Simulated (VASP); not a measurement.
A run of VASP 6.6.1 is set up as follows.

File INCAR:

```
  ALGO = Normal
  EDIFF = 1E-7
  ENCUT = 520
  GGA = PE
  ISIF = 2
  ISMEAR = 0
  LASPH = T
  LCHARG = F
  LREAL = F
  LWAVE = F
  NBANDS = 30
  NELM = 100
  PREC = Accurate
  SIGMA = 0.01
```

File KPOINTS:

```
k-points
0
Gamma
  4 4 4
```

The input POSCAR:

```
CsPbCl3
1.0
    5.6767295250      0.0000000000      0.0000000000
    0.0000000000      5.6767295250      0.0000000000
    0.0000000000      0.0000000000      5.6767295250
Cs Pb Cl
1 1 3
Direct
    0.0000000000      0.0000000000      0.0000000000
    0.5000000000      0.5000000000      0.5000000000
    0.5000000000      0.5000000000      0.0000000000
    0.0000000000      0.5000000000      0.5000000000
    0.5000000000      0.0000000000      0.5000000000
```

Potentials or basis: VASP PAW PBE potentials, release 64 (Cs_sv, Pb_d, Cl).

Run with:

```bash
$ cat potpaw_PBE.64/Cs_sv/POTCAR potpaw_PBE.64/Pb_d/POTCAR potpaw_PBE.64/Cl/POTCAR > POTCAR
$ mpirun -np 1 vasp_std > vasp.out
```

Problem. Estimate the band gap on the k mesh.

Solution. 2.10 eV, direct.

Problem. Predict the pressure.

Solution. 0.7 GPa.

Caveat: spin-orbit coupling is left out, which moves the levels of the heavy elements. Expect the measured gap to be larger: semilocal functionals such as PBE lack the derivative discontinuity.
